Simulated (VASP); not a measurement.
# NaH (Fm-3m) in VASP: dielectric tensor with PBE

Aim: the dielectric tensor of NaH with PBE.

All numbers are computed with VASP 6.6.1; they aren't measurements. Logs are shortened: lines on timing, memory, paths and dates and some standing lists are left out, and cuts for length are marked.

## Step 1: The cell of the first run

Symmetry: Fm-3m, No. 225, cubic system. Conventional cell: a = 4.880 Å, b = 4.880 Å, c = 4.880 Å, α = 90.00°, β = 90.00°, γ = 90.00°. Na (site symmetry m-3m) has 6 H at 2.44 Å within 3.2 Å. Within 3.2 Å of H (site symmetry m-3m) lie 6 Na at 2.44 Å.

## Step 2: Dielectric tensor, PBE

File INCAR:

```
SYSTEM = NaH
ALGO = Normal
EDIFF = 1E-8
ENCUT = 520
GGA = PE
ISIF = 2
ISMEAR = 0
LASPH = .TRUE.
LCHARG = .FALSE.
LEPSILON = .TRUE.
LREAL = .FALSE.
LWAVE = .FALSE.
NELM = 60
PREC = Accurate
SIGMA = 0.01
```

File KPOINTS:

```
k-points
0
G
  8 8 8
  0 0 0
```

File POSCAR:

```
NaH
1.0
    0.0000000000      2.4400000000      2.4400000000
    2.4400000000      0.0000000000      2.4400000000
    2.4400000000      2.4400000000      0.0000000000
Na H
1 1
Direct
    0.0000000000      0.0000000000      0.0000000000
    0.5000000000      0.5000000000      0.5000000000
```

Potentials or basis: VASP PAW PBE potentials, release 64 (Na_pv, H).

The run is started by

```
$ cat potpaw_PBE.64/Na_pv/POTCAR potpaw_PBE.64/H/POTCAR > POTCAR
$ mpirun -np 1 vasp_std > vasp.out
```

OUTCAR:

```text
SYSTEM = NaH
   EDIFF = 1E-8
   ENCUT = 520
   GGA = PE
   ISIF = 2
   ISMEAR = 0
   LASPH = .TRUE.
   LEPSILON = .TRUE.
   LREAL = .FALSE.
   NELM = 60
   PREC = Accurate

 ion  position               nearest neighbor table
   1  0.000  0.000  0.000-
   2  0.500  0.500  0.500-

  LATTYP: Found a face centered cubic cell.
 ALAT       =     4.8800000000

  Lattice vectors:

 A1 = (   0.0000000000,   2.4400000000,   2.4400000000)
 A2 = (   2.4400000000,   0.0000000000,   2.4400000000)
 A3 = (   2.4400000000,   2.4400000000,   0.0000000000)

Analysis of symmetry for initial positions (statically):
=====================================================================
 Subroutine PRICEL returns:
 Original cell was already a primitive cell.

 Routine SETGRP: Setting up the symmetry group for a
 face centered cubic supercell.

 Subroutine GETGRP returns: Found 48 space group operations
 (whereof 48 operations were pure point group operations)
 out of a pool of 48 trial point group operations.

The static configuration has the point symmetry O_h .

Analysis of symmetry for dynamics (positions and initial velocities):
=====================================================================
 Subroutine PRICEL returns:
 Original cell was already a primitive cell.

 Routine SETGRP: Setting up the symmetry group for a
 face centered cubic supercell.

 Subroutine GETGRP returns: Found 48 space group operations
 (whereof 48 operations were pure point group operations)
 out of a pool of 48 trial point group operations.

The dynamic configuration has the point symmetry O_h .

 Subroutine INISYM returns: Found 48 space group operations
 (whereof 48 operations are pure point group operations),
 and found     1 'primitive' translations

----------------------------------------------------------------------------------------

                                     Primitive cell

  volume of cell :      29.0536

  direct lattice vectors                    reciprocal lattice vectors
     0.000000000  2.440000000  2.440000000    -0.204918033  0.204918033  0.204918033
     2.440000000  0.000000000  2.440000000     0.204918033 -0.204918033  0.204918033
     2.440000000  2.440000000  0.000000000     0.204918033  0.204918033 -0.204918033

  length of vectors
     3.450681092  3.450681092  3.450681092     0.354928444  0.354928444  0.354928444

  position of ions in fractional coordinates (direct lattice)
     0.000000000  0.000000000  0.000000000
     0.500000000  0.500000000  0.500000000

  ion indices of the primitive-cell ions
   primitive index   ion index
                 1           1
                 2           2

----------------------------------------------------------------------------------------

 KPOINTS: k-points

Automatic generation of k-mesh.
 Grid dimensions read from file:
 generate k-points for:    8    8    8

 Generating k-lattice:

  Cartesian coordinates                     Fractional coordinates (reciprocal lattice)
    -0.025614754  0.025614754  0.025614754     0.125000000  0.000000000  0.000000000
     0.025614754 -0.025614754  0.025614754     0.000000000  0.125000000  0.000000000
     0.025614754  0.025614754 -0.025614754     0.000000000  0.000000000  0.125000000

  Length of vectors
     0.044366056  0.044366056  0.044366056

  Shift w.r.t. Gamma in fractional coordinates (k-lattice)
     0.000000000  0.000000000  0.000000000

 Subroutine IBZKPT returns following result:
 ===========================================

 Found     29 irreducible k-points:

 Following reciprocal coordinates:
            Coordinates               Weight
  0.000000  0.000000  0.000000      1.000000
  0.125000  0.000000  0.000000      8.000000
  0.250000  0.000000  0.000000      8.000000
  0.375000  0.000000  0.000000      8.000000
  0.500000  0.000000  0.000000      4.000000
  0.125000  0.125000  0.000000      6.000000
[... 16 lines left out ...]
  0.500000  0.250000  0.125000     48.000000
 -0.375000  0.250000  0.125000     24.000000
 [... further k-points ...]
   k-points           NKPTS =     29   k-points in BZ     NKDIM =     29   number of bands    NBANDS=      8
   number of dos      NEDOS =    301   number of ions     NIONS =      2
   total plane-waves  NPLWV =  21952
   dimension x,y,z NGX =    28 NGY =   28 NGZ =   28
   dimension x,y,z NGXF=    56 NGYF=   56 NGZF=   56
   ions per type =               1   1
   NGX,Y,Z   is equivalent  to a cutoff of  13.49, 13.49, 13.49 a.u.
   NGXF,Y,Z  is equivalent  to a cutoff of  26.98, 26.98, 26.98 a.u.
 SYSTEM =  NaH
   PREC   = accura    normal or accurate (medium, high low for compatibility)
   ISTART =      0    job   : 0-new  1-cont  2-samecut
   ICHARG =      2    charge: 1-file 2-atom 10-const
   ISPIN  =      1    spin polarized calculation?
   LNONCOLLINEAR =      F non collinear calculations
   LSORBIT =      F    spin-orbit coupling
   LASPH  =      T    aspherical Exc in radial PAW
   ENCUT  =  520.0 eV  38.22 Ry    6.18 a.u.   6.42  6.42  6.42*2*pi/ulx,y,z
   NELM   =     60;   NELMIN=  2; NELMDL= -5     # of ELM steps
   EDIFF  = 0.1E-07   stopping-criterion for ELM
   LREAL  =      F    real-space projection
   EDIFFG = 0.1E-06   stopping-criterion for IOM
   NSW    =      0    number of steps for IOM
   IBRION =     -1    ionic relax: 0-MD 1-quasi-New 2-CG
   NFREE  =      0    steps in history (QN), initial steepest desc. (CG)
   ISIF   =      2    stress and relaxation
   ISYM   =      2    0-nonsym 1-usesym 2-fastsym
   POTIM  = 0.5000    time-step for ionic-motion
   TEBEG  =    0.0;   TEEND  =   0.0 temperature during run
   PSTRESS=    0.0 pullay stress
   NELECT =       8.0000    total number of electrons
   NUPDOWN=      -1.0000    fix difference up-down
   EMIN   =  10.00;   EMAX   =-10.00  energy-range for DOS
   EFERMI =   0.00;   METHOD = LEGACY
   ISMEAR =     0;   SIGMA  =   0.01  broadening in eV -4-tet -1-fermi 0-gaus
   EFERMI_NEDOS =   21; number of points for ismear=-14 and -15
   IALGO  =     38    algorithm
   IMIX   =      4    mixing-type and parameters
     AMIX     =   0.40;   BMIX     =  1.00
     AMIX_MAG =   1.60;   BMIX_MAG =  1.00
  volume/ion in A,a.u.               =      14.53        98.03
  Fermi-wavevector in a.u.,A,eV,Ry     =   1.065054  2.012660 15.433636  1.134340
  Thomas-Fermi vector in A             =   2.200593
   LORBIT       =      0    0 simple, 1 ext, 2 COOP (PROOUT), +10 PAW based schemes
   GGA     = PE    functional components
   LHFCALC =     F    Hartree Fock is set to
   AEXX    =    0.0000 exact exchange contribution
   IVDW    =     0    specifies the selected vdW correction
   LEPSILON=     T    determine dielectric tensor
   LRPA    =     F    only Hartree local field effects (RPA)
 non-spin polarized calculation
 Gauss-broadening in eV      SIGMA  =   0.01
  energy-cutoff  :      520.00
  volume of cell :       29.05
 maximum number of plane-waves:       817
 NGX is ok and might be reduce to    28
   NGX = 13   NGY = 13   NGZ = 13

--------------------------------------- Ionic step        1  -------------------------------------------

 number of electron       8.0000008 magnetization

 E-fermi :  -1.1521     XC(G=0):  -7.6722

 val. band max:       -1.2050087151   @ k =  -0.2500   0.5000   0.2500
 cond. band min:       2.5067634618   @ k =   0.5000   0.0000   0.0000
 fundamental gap:      3.7117721769
 Fermi energy:        -1.1521124029

 k-point     1 :       0.0000    0.0000    0.0000
  band No.  band energies     occupation
      1     -23.3597      2.00000
      2     -23.3597      2.00000
      3     -23.3597      2.00000
      4      -4.7405      2.00000
      5       8.9585      0.00000
      6      14.1803      0.00000
      7      14.1803      0.00000
      8      14.1803      0.00000
[... 243 lines left out ...]
 k-point    24 :      -0.3750    0.2500    0.1250
  band No.  band energies     occupation
      1     -23.4313      2.00000
      2     -23.3909      2.00000
      3     -23.3768      2.00000
      4      -1.6790      2.00000
      5       3.2767      0.00000
      6       6.5016      0.00000
      7       9.6203      0.00000
      8      13.4350      0.00000

 [... further k-points ...]

  FORCE on cell =-STRESS in cart. coord.  units (eV):
  Direction    XX          YY          ZZ          XY          YZ          ZX
  --------------------------------------------------------------------------------------
  -------------------------------------------------------------------------------------
  Total       -0.1248053     -0.1248053     -0.1248053     -0.0000000     -0.0000000      0.0000000
  in kB       -6.8824690     -6.8824690     -6.8824690     -0.0000000     -0.0000000      0.0000000
  external PRESSURE =      -6.8824690 kB  Pullay stress =       0.0000000 kB

 VOLUME and BASIS-vectors are now :
 -----------------------------------------------------------------------------
  energy-cutoff  :      520.00
  volume of cell :       29.05
      direct lattice vectors                 reciprocal lattice vectors
     0.000000000  2.440000000  2.440000000    -0.204918033  0.204918033  0.204918033
     2.440000000  0.000000000  2.440000000     0.204918033 -0.204918033  0.204918033
     2.440000000  2.440000000  0.000000000     0.204918033  0.204918033 -0.204918033

 POSITION                                       TOTAL-FORCE (eV/Angst)
 -----------------------------------------------------------------------------------
      0.00000      0.00000      0.00000        -0.000000     -0.000000     -0.000000
      2.44000      2.44000      2.44000         0.000000      0.000000      0.000000
 -----------------------------------------------------------------------------------
    total drift:                               -0.000000     -0.000000     -0.000000

  FREE ENERGIE OF THE ION-ELECTRON SYSTEM (eV)
  ---------------------------------------------------
  free  energy   TOTEN  =        -5.0860459103 eV

  energy  without entropy=       -5.0860459103  energy(sigma->0) =       -5.08604591

 HEAD OF MICROSCOPIC STATIC DIELECTRIC TENSOR (INDEPENDENT PARTICLE, excluding Hartree and local field effects)
 ------------------------------------------------------
           3.156174     0.000000     0.000000
          -0.000000     3.156174     0.000000
           0.000000     0.000000     3.156174
 ------------------------------------------------------

 Free energy of the ion-electron system (eV)
  ---------------------------------------------------
  ---------------------------------------------------
  free energy    TOTEN  =        -0.19818302 eV

  energy without entropy =       -0.19818302

------------------------ aborting loop because EDIFF is reached ----------------------------------------

--------------------------------------- Ionic step        2  -------------------------------------------

------------------------ aborting loop because EDIFF is reached ----------------------------------------

--------------------------------------- Ionic step        3  -------------------------------------------

 Free energy of the ion-electron system (eV)
  ---------------------------------------------------
  ---------------------------------------------------
  free energy    TOTEN  =        -0.19818298 eV

  energy without entropy =       -0.19818298

------------------------ aborting loop because EDIFF is reached ----------------------------------------

 PIEZOELECTRIC TENSOR FIELD DIRECTION 3  (e Angst)
 -----------------------------------------------------------------------------
     0.00045  0.00000 -0.00000           ( -0.00000  0.00000  0.00000)
     0.00000  0.00045  0.00000           (  0.00000 -0.00000  0.00000)
    -0.00000  0.00000 -0.00059           (  0.00000  0.00000 -0.00000)

 PIEZOELECTRIC TENSOR FIELD DIRECTION 3  (C/m^2)
 -----------------------------------------------------------------------------
     0.00025  0.00000 -0.00000
     0.00000  0.00025  0.00000
    -0.00000  0.00000 -0.00033

 MACROSCOPIC STATIC DIELECTRIC TENSOR (including local field effects in DFT)
 ------------------------------------------------------
           3.112430     0.000000     0.000000
           0.000000     3.112430    -0.000000
           0.000000    -0.000000     3.112430
 ------------------------------------------------------

 PIEZOELECTRIC TENSOR (including local field effects)  for field in x, y, z        (e  Angst)
          XX          YY          ZZ          XY          YZ          ZX
  --------------------------------------------------------------------------------
  x     0.00000     0.00000     0.00000     0.00000     0.00000     0.00000
  y     0.00000     0.00000     0.00000     0.00000     0.00000     0.00000
  z     0.00000     0.00000     0.00000     0.00000     0.00000     0.00000

 PIEZOELECTRIC TENSOR (including local field effects)  for field in x, y, z        (C/m^2)
          XX          YY          ZZ          XY          YZ          ZX
  --------------------------------------------------------------------------------
  x     0.00000     0.00000     0.00000     0.00000     0.00000     0.00000
  y     0.00000     0.00000     0.00000     0.00000     0.00000     0.00000
  z     0.00000     0.00000     0.00000     0.00000     0.00000     0.00000

 BORN EFFECTIVE CHARGES (including local field effects) (in |e|, cummulative output)
 ---------------------------------------------------------------------------------
 ion    1
    1     0.97915    -0.00000     0.00000
    2    -0.00000     0.97915     0.00000
    3     0.00000     0.00000     0.97915
 ion    2
    1    -0.97915     0.00000    -0.00000
    2     0.00000    -0.97915     0.00000
    3    -0.00000     0.00000    -0.97915
```

Wall time 77 s (1 thread of Intel Xeon Platinum 8259CL at 2.50GHz (Skylake/Cascade Lake), shared host); peak memory 0.18 GiB.

What came out:

```
Band gap on the k mesh                  : 3.71 eV, indirect (least direct gap 4.55 eV)
Electronic dielectric tensor (diagonal) : 3.11
Born charges (mean of the diagonal)     : Na +0.98; H -0.98 e
```

Levels at points of the mesh, in eV from the valence-band top:
```
           k point  band 1  band 2  band 3  band 4  band 5  band 6  band 7  band 8
(0.00, 0.00, 0.00)  -22.15  -22.15  -22.15   -3.54   10.16   15.39   15.39   15.39
(0.50, 0.00, 0.00)  -22.24  -22.16  -22.16   -0.84    3.71   10.58   13.20   13.20
(0.50, 0.50, 0.00)  -22.23  -22.18  -22.18   -0.17    4.58    9.92   10.49   10.49
```

Electronic dielectric tensor:
```
3.11 0.00 0.00
0.00 3.11 0.00
0.00 0.00 3.11
```

Born effective charge tensors (e):
atom 1, Na
```
0.98 0.00 0.00
0.00 0.98 0.00
0.00 0.00 0.98
```
atom 2, H
```
-0.98  0.00  0.00
 0.00 -0.98  0.00
 0.00  0.00 -0.98
```

A k mesh can miss the band edges. Expect the measured gap to be larger: semilocal functionals such as PBE lack the derivative discontinuity.
